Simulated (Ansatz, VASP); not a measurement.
ZnS in VASP and in Ansatz

INCAR

```
PREC = Accurate ; ENCUT = 520
EDIFF = 1E-6 ; ISMEAR = -1
SIGMA = 0.02 ; LREAL = False
LASPH = True ; NELM = 100
ALGO = Normal ; ISIF = 2
LWAVE = False ; LCHARG = False
GGA = PE ; NBANDS = 26
```

KPOINTS

```
regular mesh
0
Gamma
  12 12 4
```

Contents of POSCAR:

```
ZnS
1.0
    3.9957233866      0.0000000000      0.0000000000
   -1.9978616933      3.2956171041      0.0000000000
    0.0000000000      0.0000000000      6.2439931014
Zn S
2 2
Direct
    0.3341301276      0.6682602552     -0.0015819157
    0.6658698724      0.3317397448      0.4984180843
    0.3268911814      0.6537823628      0.3765819157
    0.6731088186      0.3462176372      0.8765819157
```

Input for Ansatz:

```yaml
crystal:
  lattice:
    - [3.9957233866, 0.0, 0.0]
    - [-1.9978616933, 3.2956171041, 0.0]
    - [0.0, 0.0, 6.2439931014]
  atoms:
    - { symbol: Zn, position: [0.3341301276, 0.6682602552, -0.0015819157] }
    - { symbol: Zn, position: [0.6658698724, 0.3317397448, 0.4984180843] }
    - { symbol: S, position: [0.3268911814, 0.6537823628, 0.3765819157] }
    - { symbol: S, position: [0.6731088186, 0.3462176372, 0.8765819157] }
kpoints:
  mp_grid: { grid: [12, 12, 4] }
  band_path:
    path:
      - [0.0, 0.0, 0.0]
      - [0.5, 0.0, 0.0]
      - [0.3333333333, 0.3333333333, 0.0]
      - [0.0, 0.0, 0.5]
      - [0.5, 0.0, 0.5]
      - [0.3333333333, 0.3333333333, 0.5]
    npoints: 1
hamiltonian:
  xc: pbe
scf:
  occupations: { method: fermi_dirac, width: 0.02 }
  n_extra_bands: 5
output:
  forces: true
  stress: true
  eigenvalues: true
```

Change from the starting cell: uniaxial_x strain +5.0%.

Alike in both runs: task single point; functional PBE; k mesh 12 × 12 × 4; occupations fermi-dirac, width 0.02 eV; no spin polarisation.

|  | VASP | Ansatz |
| --- | --- | --- |
| version | VASP 6.6.1 | Ansatz 0.2.0 |
| potentials or method | VASP PAW PBE potentials, release 64 (Zn, S) | plane waves, PAW |
| plane-wave cutoff (eV) | 520 | 420 |
| valence electrons in the cell | 36 | 36 |

```csv
,VASP,Ansatz,Ansatz less VASP
gap on the k mesh at the Fermi level (eV),1.95,1.95,-0.003
pressure (GPa),-1.1,-1.2,-0.13
"traceless stress, the component that is largest in VASP (GPa)",-2.21,-2.21,+0.004
rms of the force components (eV/Å),0.007,0.006,-0.0011
```

Atom by atom the forces differ by 0.001 eV/Å (rms over components).
